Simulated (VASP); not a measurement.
# K2S (Fm-3m) in VASP: a series of runs

The runs below take K2S through single point, with PBE, r2SCAN, HSE06.

All numbers are computed with VASP 6.6.1; they aren't measurements. Logs are shortened: lines on timing, memory, paths and dates and some standing lists are left out, and cuts for length are marked.

## 1. The cell of the first run

The structure is cubic, space group Fm-3m (No. 225). Conventional cell: a = 7.406 Å, b = 7.406 Å, c = 7.406 Å, α = 90.00°, β = 90.00°, γ = 90.00°. S (site symmetry m-3m) has 8 K at 3.21 Å within 4.2 Å. K (site symmetry -43m) has 4 S at 3.21 Å and 6 K at 3.70 Å within 4.2 Å.

## 2. Single point, PBE

INCAR reads:

```
SYSTEM = K2S
PREC = Accurate
ENCUT = 500
EDIFF = 1E-6
ISMEAR = 1
SIGMA = 0.312
LREAL = .FALSE.
LASPH = .TRUE.
NELM = 120
ALGO = Normal
ISIF = 2
LWAVE = .FALSE.
LCHARG = .FALSE.
GGA = PE
NBANDS = 19
GGA_COMPAT = .FALSE.
```

KPOINTS reads:

```
regular mesh
0
G
  4 4 4
  0 0 0
```

POSCAR reads:

```
K2S
1.0
    0.0000000000      3.7027568684      3.7027568684
    3.7027568684      0.0000000000      3.7027568684
    3.7027568684      3.7027568684      0.0000000000
S K
1 2
Direct
    0.0000000000      0.0000000000      0.0000000000
    0.2500000000      0.2500000000      0.2500000000
    0.7500000000      0.7500000000      0.7500000000
```

Potentials or basis: VASP PAW PBE potentials, release 64 (S, K_sv).

Run with:

```
$ cat potpaw_PBE.64/S/POTCAR potpaw_PBE.64/K_sv/POTCAR > POTCAR
$ mpirun -np 1 vasp_std > vasp.out
```

OUTCAR:

```text
SYSTEM = K2S
   PREC = Accurate
   ENCUT = 500
   EDIFF = 1E-6
   ISMEAR = 1
   LREAL = .FALSE.
   LASPH = .TRUE.
   NELM = 120
   ISIF = 2
   GGA = PE

 ion  position               nearest neighbor table
   1  0.000  0.000  0.000-   3 3.21   3 3.21   3 3.21   2 3.21   3 3.21   2 3.21   2 3.21   2 3.21

   2  0.250  0.250  0.250-   1 3.21   1 3.21   1 3.21   1 3.21   3 3.70   3 3.70   3 3.70   3 3.70
                             3 3.70   3 3.70
   3  0.750  0.750  0.750-   1 3.21   1 3.21   1 3.21   1 3.21   2 3.70   2 3.70   2 3.70   2 3.70
                             2 3.70   2 3.70

  LATTYP: Found a face centered cubic cell.
 ALAT       =     7.4055137368

  Lattice vectors:

 A1 = (   0.0000000000,   3.7027568684,   3.7027568684)
 A2 = (   3.7027568684,   0.0000000000,   3.7027568684)
 A3 = (   3.7027568684,   3.7027568684,   0.0000000000)

Analysis of symmetry for initial positions (statically):
=====================================================================
 Subroutine PRICEL returns:
 Original cell was already a primitive cell.

 Routine SETGRP: Setting up the symmetry group for a
 face centered cubic supercell.

 Subroutine GETGRP returns: Found 48 space group operations
 (whereof 48 operations were pure point group operations)
 out of a pool of 48 trial point group operations.

The static configuration has the point symmetry O_h .

Analysis of symmetry for dynamics (positions and initial velocities):
=====================================================================
 Subroutine PRICEL returns:
 Original cell was already a primitive cell.

 Routine SETGRP: Setting up the symmetry group for a
 face centered cubic supercell.

 Subroutine GETGRP returns: Found 48 space group operations
 (whereof 48 operations were pure point group operations)
 out of a pool of 48 trial point group operations.

The dynamic configuration has the point symmetry O_h .

 Subroutine INISYM returns: Found 48 space group operations
 (whereof 48 operations are pure point group operations),
 and found     1 'primitive' translations

----------------------------------------------------------------------------------------

                                     Primitive cell

  volume of cell :     101.5326

  direct lattice vectors                    reciprocal lattice vectors
     0.000000000  3.702756868  3.702756868    -0.135034521  0.135034521  0.135034521
     3.702756868  0.000000000  3.702756868     0.135034521 -0.135034521  0.135034521
     3.702756868  3.702756868  0.000000000     0.135034521  0.135034521 -0.135034521

  length of vectors
     5.236488981  5.236488981  5.236488981     0.233886651  0.233886651  0.233886651

  position of ions in fractional coordinates (direct lattice)
     0.000000000  0.000000000  0.000000000
     0.250000000  0.250000000  0.250000000
     0.750000000  0.750000000  0.750000000

  ion indices of the primitive-cell ions
   primitive index   ion index
                 1           1
                 2           2
                 3           3

----------------------------------------------------------------------------------------

 KPOINTS: regular mesh

Automatic generation of k-mesh.
 Grid dimensions read from file:
 generate k-points for:    4    4    4

 Generating k-lattice:

  Cartesian coordinates                     Fractional coordinates (reciprocal lattice)
    -0.033758630  0.033758630  0.033758630     0.250000000  0.000000000  0.000000000
     0.033758630 -0.033758630  0.033758630     0.000000000  0.250000000  0.000000000
     0.033758630  0.033758630 -0.033758630     0.000000000  0.000000000  0.250000000

  Length of vectors
     0.058471663  0.058471663  0.058471663

  Shift w.r.t. Gamma in fractional coordinates (k-lattice)
     0.000000000  0.000000000  0.000000000

 Subroutine IBZKPT returns following result:
 ===========================================

 Found      8 irreducible k-points:

 Following reciprocal coordinates:
            Coordinates               Weight
  0.000000  0.000000  0.000000      1.000000
  0.250000  0.000000  0.000000      8.000000
  0.500000  0.000000  0.000000      4.000000
  0.250000  0.250000  0.000000      6.000000
  0.500000  0.250000  0.000000     24.000000
 -0.250000  0.250000  0.000000     12.000000
  0.500000  0.500000  0.000000      3.000000
 -0.250000  0.500000  0.250000      6.000000
   k-points           NKPTS =      8   k-points in BZ     NKDIM =      8   number of bands    NBANDS=     19
   number of dos      NEDOS =    301   number of ions     NIONS =      3
   total plane-waves  NPLWV =  64000
   dimension x,y,z NGX =    40 NGY =   40 NGZ =   40
   dimension x,y,z NGXF=    80 NGYF=   80 NGZF=   80
   ions per type =               1   2
   NGX,Y,Z   is equivalent  to a cutoff of  12.70, 12.70, 12.70 a.u.
   NGXF,Y,Z  is equivalent  to a cutoff of  25.40, 25.40, 25.40 a.u.
 SYSTEM =  K2S
   PREC   = accura    normal or accurate (medium, high low for compatibility)
   ISTART =      0    job   : 0-new  1-cont  2-samecut
   ICHARG =      2    charge: 1-file 2-atom 10-const
   ISPIN  =      1    spin polarized calculation?
   LNONCOLLINEAR =      F non collinear calculations
   LSORBIT =      F    spin-orbit coupling
   LASPH  =      T    aspherical Exc in radial PAW
   ENCUT  =  500.0 eV  36.75 Ry    6.06 a.u.   9.55  9.55  9.55*2*pi/ulx,y,z
   NELM   =    120;   NELMIN=  2; NELMDL= -5     # of ELM steps
   EDIFF  = 0.1E-05   stopping-criterion for ELM
   LREAL  =      F    real-space projection
[... 7 lines left out ...]
   TEBEG  =    0.0;   TEEND  =   0.0 temperature during run
   PSTRESS=    0.0 pullay stress
   NELECT =      24.0000    total number of electrons
   NUPDOWN=      -1.0000    fix difference up-down
   EMIN   =  10.00;   EMAX   =-10.00  energy-range for DOS
   EFERMI =   0.00;   METHOD = LEGACY
   ISMEAR =     1;   SIGMA  =   0.31  broadening in eV -4-tet -1-fermi 0-gaus
   EFERMI_NEDOS =   21; number of points for ismear=-14 and -15
   IALGO  =     38    algorithm
   IMIX   =      4    mixing-type and parameters
     AMIX     =   0.40;   BMIX     =  1.00
     AMIX_MAG =   1.60;   BMIX_MAG =  1.00
  volume/ion in A,a.u.               =      33.84       228.39
  Fermi-wavevector in a.u.,A,eV,Ry     =   1.012224  1.912826 13.940500  1.024598
  Thomas-Fermi vector in A             =   2.145321
   LORBIT       =      0    0 simple, 1 ext, 2 COOP (PROOUT), +10 PAW based schemes
   GGA     = PE    functional components
   LHFCALC =     F    Hartree Fock is set to
   AEXX    =    0.0000 exact exchange contribution
   IVDW    =     0    specifies the selected vdW correction
   LEPSILON=     F    determine dielectric tensor
   LRPA    =     F    only Hartree local field effects (RPA)
 non-spin polarized calculation
 Methfessel and Paxton  Order N= 1 SIGMA  =   0.31
  energy-cutoff  :      500.00
  volume of cell :      101.53
 maximum number of plane-waves:      2637
 NGX is ok and might be reduce to    40
   NGX = 19   NGY = 19   NGZ = 19

 number of electron      23.9999996 magnetization

 Free energy of the ion-electron system (eV)
  ---------------------------------------------------
  ext. energy  EPLUGINS =         0.00000000
  ---------------------------------------------------
  free energy    TOTEN  =        -9.38597556 eV

  energy without entropy =       -9.42899897  energy(sigma->0) =       -9.40031670

 E-fermi :  -0.1698     XC(G=0):  -7.3371

 val. band max:       -0.3517875251   @ k =   0.5000   0.5000   0.0000
 cond. band min:       2.0303678814   @ k =   0.0000   0.0000   0.0000
 fundamental gap:      2.3821554065
 Fermi energy:        -0.1698485817

 k-point     1 :       0.0000    0.0000    0.0000
  band No.  band energies     occupation
      1     -29.5686      2.00000
      2     -29.4865      2.00000
      3     -13.1624      2.00000
      4     -13.1624      2.00000
      5     -13.1624      2.00000
      6     -12.9251      2.00000
[... 11 lines left out ...]
     18       7.1224      0.00000
     19       8.0546      0.00000

 k-point     2 :       0.2500    0.0000    0.0000
  band No.  band energies     occupation
      1     -29.5561      2.00000
      2     -29.4980      2.00000
      3     -13.1516      2.00000
      4     -13.1317      2.00000
      5     -13.1317      2.00000
      6     -13.0070      2.00000
[... 11 lines left out ...]
     18       7.3385      0.00000
     19       7.3385      0.00000

 k-point     3 :       0.5000    0.0000    0.0000
  band No.  band energies     occupation
      1     -29.5266      2.00000
      2     -29.5265      2.00000
      3     -13.1526      2.00000
      4     -13.0712      2.00000
      5     -13.0567      2.00000
      6     -13.0567      2.00000
[... 11 lines left out ...]
     18       7.2539      0.00000
     19       7.3974      0.00000

 k-point     4 :       0.2500    0.2500    0.0000
  band No.  band energies     occupation
      1     -29.5542      2.00000
      2     -29.4995      2.00000
      3     -13.1933      2.00000
      4     -13.1933      2.00000
      5     -13.1553      2.00000
      6     -13.0124      2.00000
[... 11 lines left out ...]
     18       7.0774      0.00000
     19       7.2934      0.00000

 k-point     5 :       0.5000    0.2500    0.0000
  band No.  band energies     occupation
      1     -29.5360      2.00000
      2     -29.5167      2.00000
      3     -13.2854      2.00000
      4     -13.1846      2.00000
      5     -13.1725      2.00000
      6     -12.9468      2.00000
[... 11 lines left out ...]
     18       7.0396      0.00000
     19       7.7235      0.00000

 k-point     6 :      -0.2500    0.2500    0.0000
  band No.  band energies     occupation
      1     -29.5402      2.00000
      2     -29.5129      2.00000
      3     -13.2564      2.00000
      4     -13.1269      2.00000
      5     -13.0762      2.00000
      6     -13.0450      2.00000
[... 11 lines left out ...]
     18       6.8730      0.00000
     19       7.6833      0.00000

 k-point     7 :       0.5000    0.5000    0.0000
  band No.  band energies     occupation
      1     -29.5397      2.00000
      2     -29.5125      2.00000
      3     -13.3649      2.00000
      4     -13.2237      2.00000
      5     -13.2237      2.00000
      6     -12.8883      2.00000
[... 11 lines left out ...]
     18       7.2479      0.00000
     19       7.4099      0.00000

 k-point     8 :      -0.2500    0.5000    0.2500
  band No.  band energies     occupation
      1     -29.5262      2.00000
      2     -29.5262      2.00000
      3     -13.3397      2.00000
      4     -13.2506      2.00000
      5     -13.0595      2.00000
      6     -13.0595      2.00000
[... 11 lines left out ...]
     18       6.9444      0.00000
     19       7.4874      0.00000

------------------------ aborting loop because EDIFF is reached ----------------------------------------

  FORCE on cell =-STRESS in cart. coord.  units (eV):
  Direction    XX          YY          ZZ          XY          YZ          ZX
  --------------------------------------------------------------------------------------
  -------------------------------------------------------------------------------------
  Total        0.2800739      0.2800739      0.2800739      0.0000000      0.0000000     -0.0000000
  in kB        4.4195461      4.4195461      4.4195461      0.0000000      0.0000000     -0.0000000
  external PRESSURE =       4.4195461 kB  Pullay stress =       0.0000000 kB

 VOLUME and BASIS-vectors are now :
 -----------------------------------------------------------------------------
  energy-cutoff  :      500.00
  volume of cell :      101.53
      direct lattice vectors                 reciprocal lattice vectors
     0.000000000  3.702756868  3.702756868    -0.135034521  0.135034521  0.135034521
     3.702756868  0.000000000  3.702756868     0.135034521 -0.135034521  0.135034521
     3.702756868  3.702756868  0.000000000     0.135034521  0.135034521 -0.135034521

 POSITION                                       TOTAL-FORCE (eV/Angst)
 -----------------------------------------------------------------------------------
      0.00000      0.00000      0.00000        -0.000000      0.000000     -0.000000
      1.85138      1.85138      1.85138        -0.000000     -0.000000     -0.000000
      5.55414      5.55414      5.55414         0.000000     -0.000000      0.000000
 -----------------------------------------------------------------------------------
    total drift:                               -0.000000     -0.000000      0.000000

  FREE ENERGIE OF THE ION-ELECTRON SYSTEM (eV)
  ---------------------------------------------------
  free  energy   TOTEN  =        -9.3859755607 eV

  energy  without entropy=       -9.4289989685  energy(sigma->0) =       -9.40031670
```

Run time: 22 s. Hardware: 1 thread of Intel Xeon Platinum 8375C at 2.90GHz (Ice Lake), shared host; peak memory 0.24 GiB.

What came out:

- Free energy: -9.3860 eV
- Pressure: 0.4 GPa
- Band gap on the k mesh: 2.38 eV (least direct gap 2.58 eV)

## 3. Single point, PBE

INCAR reads:

```
SYSTEM = K2S
PREC = Accurate ; ENCUT = 500
EDIFF = 1E-6 ; ISMEAR = 0
SIGMA = 0.5 ; LREAL = .FALSE.
LASPH = .TRUE. ; NELM = 120
ALGO = Normal ; ISIF = 2
LWAVE = .FALSE. ; LCHARG = .TRUE.
GGA = PE ; LELF = .TRUE.
LVHAR = .TRUE. ; NBANDS = 19
GGA_COMPAT = .FALSE.
```

KPOINTS is that of step 2.

POSCAR is that of step 2.

Potentials or basis: VASP PAW PBE potentials, release 64 (S, K_sv).

Run with:

```
$ cat potpaw_PBE.64/S/POTCAR potpaw_PBE.64/K_sv/POTCAR > POTCAR
$ mpirun -np 1 vasp_std > vasp.out
```

Wall time 22 s (1 thread of Intel Xeon Platinum 8375C at 2.90GHz (Ice Lake), shared host); peak memory 0.23 GiB.

Results (log left out):

```yaml
Free_energy: -9.4164 eV
Pressure: 0.5 GPa
Band_gap_on_the_k_mesh: 2.38 eV (least direct gap 2.57 eV)
```

Levels at points of the mesh, in eV from the valence-band top:
```tsv
k point	band 8	band 9	band 10	band 11	band 12	band 13	band 14	band 15	band 16	band 17
(0.00, 0.00, 0.00)	-12.58	-9.61	-0.19	-0.19	-0.19	2.38	5.46	5.46	7.47	7.47
(0.50, 0.00, 0.00)	-12.70	-9.42	-0.62	-0.07	-0.07	4.72	5.02	5.82	5.82	7.60
(0.50, 0.50, 0.00)	-12.51	-9.37	-0.74	0.00	0.00	3.51	5.29	6.59	6.62	7.60
```

A k mesh can miss the band edges.

(Part 1 of 3 ends here.)
